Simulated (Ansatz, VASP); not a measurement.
One calculation of Y4Pb3, two programs

```xyz
7
Lattice="6.2063 0.0000 0.0000 0.0000 6.2063 0.0000 0.0000 0.0000 6.2063" Properties=species:S:1:pos:R:3 pbc="T T T"
Y     3.1032    3.1032    3.1032
Y     3.1032    0.0000    0.0000
Y     0.0000    3.1032    0.0000
Y     0.0000    0.0000    3.1032
Pb    3.1032    3.1032    0.0000
Pb    0.0000    3.1032    3.1032
Pb    3.1032    0.0000    3.1032
```

Change from the starting cell: species swapped into the W3N4 type (Pm-3m, No. 221).

Alike in both runs: functional PBE; k mesh 6 × 6 × 6; occupations gaussian, width 0.1 eV; no spin polarisation.

Ansatz relaxed the structure, and its values are those at the end. VASP's run is a single point on that final structure, the one shown.

|  | VASP | Ansatz |
| --- | --- | --- |
| version | VASP 6.6.1 | Ansatz 0.2.0 |
| potentials or method | VASP PAW PBE potentials, release 64 (Y_sv, Pb_d), cutoff 520 eV | scalar-relativistic, plane waves, PAW |
| valence electrons in the cell | 86 | 86 |

Ansatz gave:

```
gap on the k mesh at the Fermi level (eV) : none
pressure (GPa)                            : 0.0
```

Q: Which values does VASP return?

A: gap on the k mesh at the Fermi level (eV): none; pressure (GPa): -0.1.

A gap of «none» marks a metal or a gap that the smearing closes.

Spin-orbit coupling is off throughout.
